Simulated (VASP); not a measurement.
Wanted: the native input for a VASP 6.6.1 run.

```
Task                   : single point
Functional             : PBE
Potentials or basis    : VASP PAW PBE potentials, release 64 (Mn_pv, Cl, N, H)
Cutoff                 : 520 eV
k mesh                 : 3 × 3 × 5
Occupations            : fermi-dirac, width 0.1175 eV
Spin                   : collinear spin
Starting moments       : [-4.13, 0.09, 0.03, 0.2, 0.2, -0.01, -0.01, -0.01, -0.01] μB
Hubbard terms          : Mn d U = 5.19 eV
Dipole correction      : no
Further INCAR settings : ALGO = Normal; EDIFF = 1e-07; NBANDS = 34; ISYM = 0
```

The structure of MnH4N2Cl2 lies in POSCAR:

```
MnH4N2Cl2
1.0
    4.1977536115      4.4333670316     -0.0557889523
    4.2034269044     -4.4382821954     -0.0634627664
    0.6739584420     -0.0035913453     -3.6718120950
Mn Cl N H
1 2 2 4
Direct
   -0.0090921131     -0.0099535330     -0.0179935963
    0.2029559489      0.2019545474      0.3604862131
    0.7721943673      0.7714794326      0.5408767735
    0.2184557457      0.7675254279     -0.0242242975
    0.7682030367      0.2173979587     -0.0260829159
    0.3833371981      0.8172427323      0.8940285240
    0.2074266324      0.6400114083      0.1887735510
    0.6405966318      0.2063760086      0.1864855983
    0.8180096518      0.3821323942      0.8917158728
```

These files were run (other wordings do the same):

INCAR

```
ALGO     = Normal         # electronic algorithm
EDIFF    = 1E-7           # SCF threshold, eV
ENCUT    = 520            # plane-wave cutoff, eV
GGA      = PE             # functional
ISIF     = 2              # what is computed and relaxed
ISMEAR   = -1             # smearing method
ISPIN    = 2              # spin polarisation
ISYM     = 0            
LASPH    = T              # aspherical terms in the spheres
LCHARG   = T              # write CHGCAR
LDAU     = T              # DFT+U
LDAUJ    = 0 0 0 0      
LDAUL    = 2 -1 -1 -1     # shell
LDAUPRINT= 1            
LDAUTYPE = 2            
LDAUU    = 5.19 0 0 0     # U, eV
LELF     = T              # ELF
LMAXMIX  = 4              # l up to which the mixer works
LORBIT   = 11             # projections on sites
LREAL    = F              # projectors in reciprocal space
LVHAR    = T            
LWAVE    = F              # write WAVECAR
MAGMOM   = -4.13 0.09 0.03 0.2 0.2 -0.01 -0.01 -0.01 -0.01 # initial moments
NBANDS   = 34             # bands
NELM     = 150            # most SCF steps
PREC     = Accurate       # precision mode
SIGMA    = 0.1175         # smearing width, eV
```

KPOINTS

```
k-points
0
Gamma
  3 3 5
```

Potentials or basis: VASP PAW PBE potentials, release 64 (Mn_pv, Cl, N, H).

Command:

```bash
$ cat potpaw_PBE.64/Mn_pv/POTCAR potpaw_PBE.64/Cl/POTCAR potpaw_PBE.64/N/POTCAR potpaw_PBE.64/H/POTCAR > POTCAR
$ mpirun -np 1 vasp_std > vasp.out
```

Results of the run:

```yaml
Pressure: -0.5 GPa
Largest_force: 0.094 eV/Å
Band_gap_on_the_k_mesh: 0.32 eV (least direct gap 0.77 eV)
Net_moment: -3.00 μB per cell
Site_moments: Mn -4.24; Cl +0.08, +0.02; N +0.46; H -0.00, -0.01 (each value once) μB
Valence_electrons_inside_the_program's_atomic_spheres: Mn 11.31; Cl 5.12, 5.13; N 3.81; H 0.70, 0.71 (each value once)
```

Caveat: a cell with one magnetic atom can't hold antiferromagnetic order, which such compounds often take.

Run time: 4.8 min on 1 thread of AMD EPYC 7R13 Processor (Zen 3) (shared host), peak memory 0.37 GiB.
